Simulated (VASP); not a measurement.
# SnSe2 in VASP: further runs, part 2 of 2

VASP 6.6.1. The steps go on from the part before.

### Step 3. Single point, r2SCAN

Contents of POSCAR:

```
SnSe2
1.0
    3.8014940000      0.0000000000      0.0000000000
   -1.9007470000      3.2921900000      0.0000000000
    0.0000000000      0.0000000000     18.0000000000
Sn Se
1 2
Direct
    0.0000000000      0.0000000000      0.5000000000
    0.3333330000      0.6666670000      0.5881690000
    0.6666670000      0.3333330000      0.4118310000
```

Contents of INCAR.step1:

```
SYSTEM = SnSe2
ALGO = Normal ; EDIFF = 1E-5
ENCUT = 550 ; GGA = PE
GGA_COMPAT = .False. ; ISMEAR = -1
LASPH = .True. ; LCHARG = .False.
LREAL = .False. ; LWAVE = .True.
NBANDS = 20 ; NELM = 120
PREC = Accurate ; SIGMA = 0.05
```

Contents of INCAR.step2:

```
SYSTEM = SnSe2
ALGO = Normal ; EDIFF = 1E-6
ENCUT = 550 ; GGA_COMPAT = .False.
ISIF = 2 ; ISMEAR = -1
ISTART = 1 ; LASPH = .True.
LCHARG = .False. ; LMIXTAU = .True.
LREAL = .False. ; LWAVE = .False.
METAGGA = R2SCAN ; NBANDS = 20
NELM = 120 ; PREC = Accurate
SIGMA = 0.05
```

Contents of KPOINTS:

```
k-points
0
Gamma
  9 9 1
  0 0 0
```

Potentials or basis: VASP PAW PBE potentials, release 64 (Sn_d, Se).

Command:

```bash
cat potpaw_PBE.64/Sn_d/POTCAR potpaw_PBE.64/Se/POTCAR > POTCAR
cp INCAR.step1 INCAR
mpirun -np 1 vasp_std > vasp.out
cp INCAR.step2 INCAR
mpirun -np 1 vasp_std > vasp.out
```

OUTCAR:

```text
SYSTEM = SnSe2
   EDIFF = 1E-6
   ENCUT = 550
   ISIF = 2
   ISMEAR = -1
   ISTART = 1
   LASPH = .True.
   LREAL = .False.
   METAGGA = R2SCAN
   NELM = 120
   PREC = Accurate

 ion  position               nearest neighbor table
   1  0.000  0.000  0.500-   2 2.71   3 2.71   2 2.71   3 2.71   3 2.71   2 2.71
   2  0.333  0.667  0.588-   1 2.71   1 2.71   1 2.71
   3  0.667  0.333  0.412-   1 2.71   1 2.71   1 2.71

  LATTYP: Found a hexagonal cell.
 ALAT       =     3.8014940000
 C/A-ratio  =     4.7349805103

  Lattice vectors:

 A1 = (   3.8014940000,   0.0000000000,   0.0000000000)
 A2 = (  -1.9007470000,   3.2921900000,   0.0000000000)
 A3 = (   0.0000000000,   0.0000000000,  18.0000000000)

Analysis of symmetry for initial positions (statically):
=====================================================================
 Subroutine PRICEL returns:
 Original cell was already a primitive cell.

 Routine SETGRP: Setting up the symmetry group for a
 hexagonal supercell.

 Subroutine GETGRP returns: Found 12 space group operations
 (whereof 12 operations were pure point group operations)
 out of a pool of 24 trial point group operations.

The static configuration has the point symmetry D_3d.

Analysis of symmetry for dynamics (positions and initial velocities):
=====================================================================
 Subroutine PRICEL returns:
 Original cell was already a primitive cell.

 Routine SETGRP: Setting up the symmetry group for a
 hexagonal supercell.

 Subroutine GETGRP returns: Found 12 space group operations
 (whereof 12 operations were pure point group operations)
 out of a pool of 24 trial point group operations.
[... 100 lines left out ...]
   PSTRESS=    0.0 pullay stress
   NELECT =      26.0000    total number of electrons
   NUPDOWN=      -1.0000    fix difference up-down
   EMIN   =  10.00;   EMAX   =-10.00  energy-range for DOS
   EFERMI =   0.00;   METHOD = LEGACY
   ISMEAR =    -1;   SIGMA  =   0.05  broadening in eV -4-tet -1-fermi 0-gaus
   EFERMI_NEDOS =   21; number of points for ismear=-14 and -15
   IALGO  =     38    algorithm
   IMIX   =      4    mixing-type and parameters
     AMIX     =   0.40;   BMIX     =  1.00
     AMIX_MAG =   1.60;   BMIX_MAG =  1.00
  volume/ion in A,a.u.               =      75.09       506.74
  Fermi-wavevector in a.u.,A,eV,Ry     =   0.797068  1.506240  8.644018  0.635317
  Thomas-Fermi vector in A             =   1.903713
   LORBIT       =      0    0 simple, 1 ext, 2 COOP (PROOUT), +10 PAW based schemes
   METAGGA = R2SCAN    functional components
   LHFCALC =     F    Hartree Fock is set to
   AEXX    =    0.0000 exact exchange contribution
   IVDW    =     0    specifies the selected vdW correction
   LEPSILON=     F    determine dielectric tensor
   LRPA    =     F    only Hartree local field effects (RPA)
 non-spin polarized calculation
  energy-cutoff  :      550.00
  volume of cell :      225.27
 maximum number of plane-waves:      6639
 NGX is ok and might be reduce to    30
   NGX = 15   NGY = 15   NGZ = 69

 number of electron      25.9999998 magnetization

 Free energy of the ion-electron system (eV)
  ---------------------------------------------------
  ext. energy  EPLUGINS =         0.00000000
  ---------------------------------------------------
  free energy    TOTEN  =       -54.57998144 eV

  energy without entropy =      -54.57997931  energy(sigma->0) =      -54.57998037

 E-fermi :  -2.2421     XC(G=0):  -3.8117

 val. band max:       -2.8251718801   @ k =   0.1111  -0.0000   0.0000
 cond. band min:      -1.6727047080   @ k =   0.4444  -0.0000   0.0000
 fundamental gap:      1.1524671721
 Fermi energy:        -2.2421157786

 k-point     1 :       0.0000    0.0000    0.0000
  band No.  band energies     occupation
      1     -24.6526      2.00000
      2     -24.6526      2.00000
      3     -24.5915      2.00000
      4     -24.5854      2.00000
      5     -24.5854      2.00000
      6     -16.9606      2.00000
[... 265 lines left out ...]
     19       6.6202      0.00000
     20       6.6202      0.00000

------------------------ aborting loop because EDIFF is reached ----------------------------------------

  FORCE on cell =-STRESS in cart. coord.  units (eV):
  Direction    XX          YY          ZZ          XY          YZ          ZX
  --------------------------------------------------------------------------------------
  -------------------------------------------------------------------------------------
  Total        0.6062478      0.6062477     -0.0698751      0.0000000      0.0000000     -0.0000000
  in kB        4.3117051      4.3117041     -0.4969599      0.0000000      0.0000000     -0.0000000
  external PRESSURE =       2.7088165 kB  Pullay stress =       0.0000000 kB

 VOLUME and BASIS-vectors are now :
 -----------------------------------------------------------------------------
  energy-cutoff  :      550.00
  volume of cell :      225.27
      direct lattice vectors                 reciprocal lattice vectors
     3.801494000  0.000000000  0.000000000     0.263054473  0.151874588  0.000000000
    -1.900747000  3.292190000  0.000000000     0.000000000  0.303749176  0.000000000
     0.000000000  0.000000000 18.000000000     0.000000000  0.000000000  0.055555556

 POSITION                                       TOTAL-FORCE (eV/Angst)
 -----------------------------------------------------------------------------------
      0.00000      0.00000      9.00000         0.000000      0.000000      0.000000
     -0.00000      2.19479     10.58704        -0.000000     -0.000000     -0.015412
      1.90075      1.09740      7.41296        -0.000000      0.000000      0.015412
 -----------------------------------------------------------------------------------
    total drift:                               -0.000000      0.000000      0.000000

  FREE ENERGIE OF THE ION-ELECTRON SYSTEM (eV)
  ---------------------------------------------------
  free  energy   TOTEN  =       -54.5799814406 eV

  energy  without entropy=      -54.5799793055  energy(sigma->0) =      -54.57998037
```

It took 2.8 min on 1 thread of AMD EPYC 9R45 (Zen 5), shared host; peak memory 0.38 GiB.

Results:

```yaml
Free_energy: -54.5800 eV
Largest_force: 0.015 eV/Å
Band_gap_on_the_k_mesh: 1.15 eV, indirect (least direct gap 1.50 eV)
```

Forces in eV/Å, atoms in the order of the input:
```
Sn   0.000  0.000  0.000
Se   0.000  0.000 -0.015
Se   0.000  0.000  0.015
```

Caveat: the PAW data sets were made with another functional, which shifts forces and pressure a little; spin-orbit coupling is left out, which moves the levels of the heavy elements.
